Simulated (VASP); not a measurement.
# Bi (Fm-3m) in VASP: notebook

The runs below take Bi through single point, with PBE.

Program: VASP 6.6.1. These are calculated values, not measurements. Logs are shortened: lines on timing, memory, paths and dates and some standing lists are left out, and cuts for length are marked.

## 1. The cell of the first run

Symmetry: Fm-3m, No. 225, cubic system. The conventional cell has a = 5.029 Å, b = 5.029 Å, c = 5.029 Å, α = 90.00°, β = 90.00°, γ = 90.00°. Bi (site symmetry m-3m) has 12 Bi at 3.56 Å within 4.7 Å.

## 2. Single point, PBE

INCAR

```
PREC = Accurate
ENCUT = 520
EDIFF = 1E-6
ISMEAR = -1
SIGMA = 0.15
LREAL = False
LASPH = True
NELM = 80
ALGO = Normal
ISIF = 2
LWAVE = False
LCHARG = False
GGA = PE
NBANDS = 14
```

KPOINTS

```
regular mesh
0
Gamma
  4 4 4
```

POSCAR

```
Bi
1.0
    0.0000000000      2.5146000000      2.5146000000
    2.5146000000      0.0000000000      2.5146000000
    2.5146000000      2.5146000000      0.0000000000
Bi
1
Direct
    0.0000000000      0.0000000000      0.0000000000
```

Potentials or basis: VASP PAW PBE potentials, release 64 (Bi_d).

Command:

```
> cat potpaw_PBE.64/Bi_d/POTCAR > POTCAR
> mpirun -np 1 vasp_std > vasp.out
```

OUTCAR:

```text
PREC = Accurate
   ENCUT = 520
   EDIFF = 1E-6
   ISMEAR = -1
   LREAL = False
   LASPH = True
   NELM = 80
   ISIF = 2
   GGA = PE

 ion  position               nearest neighbor table
   1  0.000  0.000  0.000-

  LATTYP: Found a face centered cubic cell.
 ALAT       =     5.0292000000

  Lattice vectors:

 A1 = (   0.0000000000,   2.5146000000,   2.5146000000)
 A2 = (   2.5146000000,   0.0000000000,   2.5146000000)
 A3 = (   2.5146000000,   2.5146000000,   0.0000000000)

Analysis of symmetry for initial positions (statically):
=====================================================================
 Subroutine PRICEL returns:
 Original cell was already a primitive cell.

 Routine SETGRP: Setting up the symmetry group for a
 face centered cubic supercell.

 Subroutine GETGRP returns: Found 48 space group operations
 (whereof 48 operations were pure point group operations)
 out of a pool of 48 trial point group operations.

The static configuration has the point symmetry O_h .

Analysis of symmetry for dynamics (positions and initial velocities):
=====================================================================
 Subroutine PRICEL returns:
 Original cell was already a primitive cell.

 Routine SETGRP: Setting up the symmetry group for a
 face centered cubic supercell.

 Subroutine GETGRP returns: Found 48 space group operations
 (whereof 48 operations were pure point group operations)
 out of a pool of 48 trial point group operations.

The dynamic configuration has the point symmetry O_h .

 Subroutine INISYM returns: Found 48 space group operations
 (whereof 48 operations are pure point group operations),
 and found     1 'primitive' translations

----------------------------------------------------------------------------------------

                                     Primitive cell

  volume of cell :      31.8007

  direct lattice vectors                    reciprocal lattice vectors
     0.000000000  2.514600000  2.514600000    -0.198838782  0.198838782  0.198838782
     2.514600000  0.000000000  2.514600000     0.198838782 -0.198838782  0.198838782
     2.514600000  2.514600000  0.000000000     0.198838782  0.198838782 -0.198838782

  length of vectors
     3.556181424  3.556181424  3.556181424     0.344398872  0.344398872  0.344398872

  position of ions in fractional coordinates (direct lattice)
     0.000000000  0.000000000  0.000000000

  ion indices of the primitive-cell ions
   primitive index   ion index
                 1           1

----------------------------------------------------------------------------------------

 KPOINTS: regular mesh

Automatic generation of k-mesh.
 Grid dimensions read from file:
 generate k-points for:    4    4    4

 Generating k-lattice:

  Cartesian coordinates                     Fractional coordinates (reciprocal lattice)
    -0.049709695  0.049709695  0.049709695     0.250000000  0.000000000  0.000000000
     0.049709695 -0.049709695  0.049709695     0.000000000  0.250000000  0.000000000
     0.049709695  0.049709695 -0.049709695     0.000000000  0.000000000  0.250000000

  Length of vectors
     0.086099718  0.086099718  0.086099718

  Shift w.r.t. Gamma in fractional coordinates (k-lattice)
     0.000000000  0.000000000  0.000000000

 Subroutine IBZKPT returns following result:
 ===========================================

 Found      8 irreducible k-points:

 Following reciprocal coordinates:
            Coordinates               Weight
  0.000000  0.000000  0.000000      1.000000
  0.250000  0.000000  0.000000      8.000000
  0.500000  0.000000  0.000000      4.000000
  0.250000  0.250000  0.000000      6.000000
  0.500000  0.250000  0.000000     24.000000
 -0.250000  0.250000  0.000000     12.000000
  0.500000  0.500000  0.000000      3.000000
 -0.250000  0.500000  0.250000      6.000000
   k-points           NKPTS =      8   k-points in BZ     NKDIM =      8   number of bands    NBANDS=     14
   number of dos      NEDOS =    301   number of ions     NIONS =      1
   total plane-waves  NPLWV =  21952
   dimension x,y,z NGX =    28 NGY =   28 NGZ =   28
   dimension x,y,z NGXF=    56 NGYF=   56 NGZF=   56
   ions per type =               1
   NGX,Y,Z   is equivalent  to a cutoff of  13.09, 13.09, 13.09 a.u.
   NGXF,Y,Z  is equivalent  to a cutoff of  26.18, 26.18, 26.18 a.u.
 SYSTEM =  unknown system
   PREC   = accura    normal or accurate (medium, high low for compatibility)
   ISTART =      0    job   : 0-new  1-cont  2-samecut
   ICHARG =      2    charge: 1-file 2-atom 10-const
   ISPIN  =      1    spin polarized calculation?
   LNONCOLLINEAR =      F non collinear calculations
   LSORBIT =      F    spin-orbit coupling
   LASPH  =      T    aspherical Exc in radial PAW
   ENCUT  =  520.0 eV  38.22 Ry    6.18 a.u.   6.61  6.61  6.61*2*pi/ulx,y,z
   NELM   =     80;   NELMIN=  2; NELMDL= -5     # of ELM steps
   EDIFF  = 0.1E-05   stopping-criterion for ELM
   LREAL  =      F    real-space projection
   EDIFFG = 0.1E-04   stopping-criterion for IOM
   NSW    =      0    number of steps for IOM
   IBRION =     -1    ionic relax: 0-MD 1-quasi-New 2-CG
   NFREE  =      0    steps in history (QN), initial steepest desc. (CG)
   ISIF   =      2    stress and relaxation
   ISYM   =      2    0-nonsym 1-usesym 2-fastsym
   POTIM  = 0.5000    time-step for ionic-motion
   TEBEG  =    0.0;   TEEND  =   0.0 temperature during run
   PSTRESS=    0.0 pullay stress
   NELECT =      15.0000    total number of electrons
   NUPDOWN=      -1.0000    fix difference up-down
   EMIN   =  10.00;   EMAX   =-10.00  energy-range for DOS
   EFERMI =   0.00;   METHOD = LEGACY
   ISMEAR =    -1;   SIGMA  =   0.15  broadening in eV -4-tet -1-fermi 0-gaus
   EFERMI_NEDOS =   21; number of points for ismear=-14 and -15
   IALGO  =     38    algorithm
   IMIX   =      4    mixing-type and parameters
     AMIX     =   0.40;   BMIX     =  1.00
     AMIX_MAG =   1.60;   BMIX_MAG =  1.00
  volume/ion in A,a.u.               =      31.80       214.60
  Fermi-wavevector in a.u.,A,eV,Ry     =   1.274363  2.408196 22.095861  1.624000
  Thomas-Fermi vector in A             =   2.407135
   LORBIT       =      0    0 simple, 1 ext, 2 COOP (PROOUT), +10 PAW based schemes
   GGA     = PE    functional components
   LHFCALC =     F    Hartree Fock is set to
   AEXX    =    0.0000 exact exchange contribution
   IVDW    =     0    specifies the selected vdW correction
   LEPSILON=     F    determine dielectric tensor
   LRPA    =     F    only Hartree local field effects (RPA)
 non-spin polarized calculation
  energy-cutoff  :      520.00
  volume of cell :       31.80
 maximum number of plane-waves:       876
 NGX is ok and might be reduce to    28
   NGX = 13   NGY = 13   NGZ = 13

 number of electron      15.0000001 magnetization

 Free energy of the ion-electron system (eV)
  ---------------------------------------------------
  ext. energy  EPLUGINS =         0.00000000
  ---------------------------------------------------
  free energy    TOTEN  =        -3.70632752 eV

  energy without entropy =       -3.61073967  energy(sigma->0) =       -3.65853359

 E-fermi :   7.1594     XC(G=0): -10.2035

 val. band max:        7.0709534104   @ k =   0.5000   0.2500   0.0000
 cond. band min:       7.5955308284   @ k =   0.2500   0.2500   0.0000
 fundamental gap:      0.5245774180
 Fermi energy:         7.1593794265

 k-point     1 :       0.0000    0.0000    0.0000
  band No.  band energies     occupation
      1     -15.3973      2.00000
      2     -15.3973      2.00000
      3     -15.3973      2.00000
      4     -15.3324      2.00000
      5     -15.3324      2.00000
      6      -5.7423      2.00000
      7      12.5188      0.00000
      8      12.5188      0.00000
      9      12.5188      0.00000
     10      16.3119      0.00000
     11      16.8004      0.00000
     12      18.4173      0.00000
     13      18.4173      0.00000
     14      18.4173      0.00000

 k-point     2 :       0.2500    0.0000    0.0000
  band No.  band energies     occupation
      1     -15.3920      2.00000
      2     -15.3798      2.00000
      3     -15.3798      2.00000
      4     -15.3126      2.00000
      5     -15.3126      2.00000
      6      -4.7289      2.00000
      7       6.6247      1.94493
      8      11.6512      0.00000
      9      11.6512      0.00000
     10      15.1467      0.00000
     11      18.0890      0.00000
     12      18.4742      0.00000
     13      18.4742      0.00000
     14      20.3813      0.00000

 k-point     3 :       0.5000    0.0000    0.0000
  band No.  band energies     occupation
      1     -15.3904      2.00000
      2     -15.3904      2.00000
      3     -15.3890      2.00000
      4     -15.2639      2.00000
      5     -15.2639      2.00000
      6      -3.0005      2.00000
      7       2.5591      2.00000
      8      10.9885      0.00000
      9      10.9885      0.00000
     10      14.9415      0.00000
     11      16.3333      0.00000
     12      17.3579      0.00000
     13      17.3579      0.00000
     14      24.0297      0.00000

 k-point     4 :       0.2500    0.2500    0.0000
  band No.  band energies     occupation
      1     -15.4319      2.00000
      2     -15.3704      2.00000
      3     -15.3231      2.00000
      4     -15.3231      2.00000
      5     -15.3015      2.00000
      6      -4.3853      2.00000
      7       7.5955      0.10355
      8       9.7136      0.00000
      9       9.7136      0.00000
     10      14.0381      0.00000
     11      14.2899      0.00000
     12      22.5004      0.00000
     13      22.5004      0.00000
     14      22.9207      0.00000

 k-point     5 :       0.5000    0.2500    0.0000
  band No.  band energies     occupation
      1     -15.4196      2.00000
      2     -15.3687      2.00000
      3     -15.3263      2.00000
      4     -15.2974      2.00000
      5     -15.2599      2.00000
      6      -2.6341      2.00000
      7       3.9457      2.00000
      8       7.0710      1.28650
      9       9.2295      0.00000
     10      13.2955      0.00000
     11      17.6254      0.00000
     12      20.2750      0.00000
     13      20.7781      0.00000
     14      23.4880      0.00000

 k-point     6 :      -0.2500    0.2500    0.0000
  band No.  band energies     occupation
      1     -15.3912      2.00000
      2     -15.3629      2.00000
      3     -15.3356      2.00000
      4     -15.3190      2.00000
      5     -15.2896      2.00000
      6      -3.2814      2.00000
      7       4.9589      2.00000
      8       6.6427      1.93812
      9      10.8439      0.00000
     10      14.6833      0.00000
     11      18.9347      0.00000
     12      19.4956      0.00000
     13      19.6392      0.00000
     14      20.2151      0.00000

 k-point     7 :       0.5000    0.5000    0.0000
  band No.  band energies     occupation
      1     -15.4664      2.00000
      2     -15.4143      2.00000
      3     -15.2705      2.00000
      4     -15.2464      2.00000
      5     -15.2464      2.00000
      6      -1.9502      2.00000
      7       3.3479      2.00000
      8       8.0774      0.00439
      9       8.0774      0.00439
     10      11.7547      0.00000
     11      12.9456      0.00000
     12      24.6228      0.00000
     13      25.8586      0.00000
     14      25.8595      0.00000

 k-point     8 :      -0.2500    0.5000    0.2500
  band No.  band energies     occupation
      1     -15.3780      2.00000
      2     -15.3590      2.00000
      3     -15.3590      2.00000
      4     -15.3042      2.00000
      5     -15.2464      2.00000
      6      -1.8803      2.00000
      7       5.0179      2.00000
      8       5.0179      2.00000
      9       6.6294      1.94323
     10      16.6034      0.00000
     11      18.3440      0.00000
     12      18.3440      0.00000
     13      18.7798      0.00000
     14      26.4182      0.00000

------------------------ aborting loop because EDIFF is reached ----------------------------------------

  FORCE on cell =-STRESS in cart. coord.  units (eV):
  Direction    XX          YY          ZZ          XY          YZ          ZX
  --------------------------------------------------------------------------------------
  -------------------------------------------------------------------------------------
  Total       -0.1844088     -0.1844088     -0.1844088     -0.0000000      0.0000000     -0.0000000
  in kB       -9.2908503     -9.2908503     -9.2908503     -0.0000000      0.0000000     -0.0000000
  external PRESSURE =      -9.2908503 kB  Pullay stress =       0.0000000 kB

 VOLUME and BASIS-vectors are now :
 -----------------------------------------------------------------------------
  energy-cutoff  :      520.00
  volume of cell :       31.80
      direct lattice vectors                 reciprocal lattice vectors
     0.000000000  2.514600000  2.514600000    -0.198838782  0.198838782  0.198838782
     2.514600000  0.000000000  2.514600000     0.198838782 -0.198838782  0.198838782
     2.514600000  2.514600000  0.000000000     0.198838782  0.198838782 -0.198838782

 POSITION                                       TOTAL-FORCE (eV/Angst)
 -----------------------------------------------------------------------------------
      0.00000      0.00000      0.00000        -0.000000      0.000000     -0.000000
 -----------------------------------------------------------------------------------
    total drift:                               -0.000000     -0.000000     -0.000000

  FREE ENERGIE OF THE ION-ELECTRON SYSTEM (eV)
  ---------------------------------------------------
  free  energy   TOTEN  =        -3.7063275158 eV

  energy  without entropy=       -3.6107396708  energy(sigma->0) =       -3.65853359
```

Run time: 5.7 s. Hardware: 1 thread of Intel Xeon 8259CL, shared host; peak memory 0.15 GiB.

Results:

```
Free energy : -3.7063 eV
Pressure    : -0.9 GPa
```

Caveat: the k points lie up to 0.54 Å⁻¹ apart; spin-orbit coupling is left out, which moves the levels of the heavy elements.

## 3. Single point, PBE

INCAR

```
SYSTEM = Bi
PREC     = Accurate       ! precision mode
ENCUT    = 520            ! plane-wave cutoff, eV
EDIFF    = 1E-6           ! SCF threshold, eV
ISMEAR   = -1             ! smearing method
SIGMA    = 0.15           ! smearing width, eV
LREAL    = .FALSE.        ! projectors in reciprocal space
LASPH    = .TRUE.         ! aspherical terms in the spheres
NELM     = 60             ! most SCF steps
ALGO     = Normal         ! electronic algorithm
ISIF     = 2              ! what is computed and relaxed
LWAVE    = .FALSE.        ! write WAVECAR
LCHARG   = .FALSE.        ! write CHGCAR
GGA      = PE             ! functional
NBANDS   = 14             ! bands
```

KPOINTS

```
regular mesh
0
G
  4 4 4
  0 0 0
```

POSCAR is that of step 2.

Potentials or basis: VASP PAW PBE potentials, release 64 (Bi_d).

Command:

```
> cat potpaw_PBE.64/Bi_d/POTCAR > POTCAR
> mpirun -np 1 vasp_std > vasp.out
```

It took 5.2 s on 1 thread of Intel Xeon 8259CL, shared host; peak memory 0.15 GiB.

The run converged. Its results:

| Quantity | Value |
| --- | --- |
| Free energy | -3.7063 eV |
| Pressure | -0.9 GPa |

Levels at points of the mesh, in eV from the Fermi level:
| k point | band 5 | band 6 | band 7 | band 8 | band 9 | band 10 |
| --- | --- | --- | --- | --- | --- | --- |
| (0.00, 0.00, 0.00) | -22.49 | -12.90 | 5.36 | 5.36 | 5.36 | 9.15 |
| (0.50, 0.00, 0.00) | -22.42 | -10.16 | -4.60 | 3.83 | 3.83 | 7.78 |
| (0.50, 0.50, 0.00) | -22.41 | -9.11 | -3.81 | 0.92 | 0.92 | 4.60 |

Caveat: the k points lie up to 0.54 Å⁻¹ apart; spin-orbit coupling is left out, which moves the levels of the heavy elements.

## 4. Single point, PBE, non-collinear spin, zero start, spin-orbit coupling

INCAR

```
  PREC = Accurate
  ENCUT = 520
  EDIFF = 1E-6
  ISMEAR = -1
  SIGMA = 0.15
  LREAL = F
  LASPH = T
  NELM = 150
  ALGO = Normal
  ISIF = 2
  LWAVE = F
  LCHARG = F
  MAGMOM = 0 0 0
  LORBIT = 11
  LSORBIT = T
  GGA_COMPAT = F
  LORBMOM = T
  GGA = PE
  NBANDS = 26
```

KPOINTS

```
Automatic mesh
0
Gamma
  4 4 4
```

POSCAR is that of step 3.

Command:

```
> cat potpaw_PBE.64/Bi_d/POTCAR > POTCAR
> mpirun -np 1 vasp_ncl > vasp.out
```

It took 31 s on 1 thread of Intel Xeon 8259CL, shared host; peak memory 0.23 GiB.

The run converged. Its results:

- Free energy: -4.4971 eV
- Pressure: 1.5 GPa
- Net moment: 0.00 μB per cell
- Valence electrons inside the program's atomic spheres: Bi 12.73

Moments on the atoms (μB; x, y, z):
```
Bi  0.00 0.00 0.00
```

Caveat: the k points lie up to 0.54 Å⁻¹ apart.
